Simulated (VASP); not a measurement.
Runs of VASP 6.6.1 on Sc. The structure is that of space group Fd-3m (No. 227), or close to it. The cells are those of the table. 

```tsv
task	cell	cutoff (eV)	gap on the mesh (eV)	pressure (GPa)
single point	a = 3.626 Å, angles 60.0°, 2 atoms	520	none	16.6
relaxation of cell and atoms	relaxed to 45 GPa from a = 4.511 Å, angles 60.0°, 2 atoms	600	none	45.2
single point	a = 3.473 Å, angles 60.0°, 2 atoms	520	none	33.1
relaxation of cell and atoms	relaxed from a = 4.511 Å, angles 60.0°, 2 atoms	600	none	-0.1
relaxation of cell and atoms	relaxed to 30 GPa from a = 4.511 Å, angles 60.0°, 2 atoms	600	none	30.3
single point	a = 4.455 Å, angles 60.0°, 2 atoms	520	none	(a)
relaxation of cell and atoms	relaxed to 15 GPa from a = 4.511 Å, angles 60.0°, 2 atoms	600	none	14.8
single point	a = 3.386 Å, angles 60.0°, 2 atoms	520	none	49.4
```

Alike in all rows: level PBEsol; potentials or basis VASP PAW PBE potentials, release 64 (Sc_sv); no spin polarisation; k mesh 6 × 6 × 6; smearing fermi-dirac 0.1 eV.

Q: Estimate the missing entries.

A: (a) 0.0.

Caveats: some runs use coarse meshes; the PAW data sets were made with another functional, which shifts forces and pressure a little; the cell is relaxed towards a set pressure, so the enthalpy falls and the energy may rise (some runs).

A gap of «none» marks levels without a gap at the run's occupations.
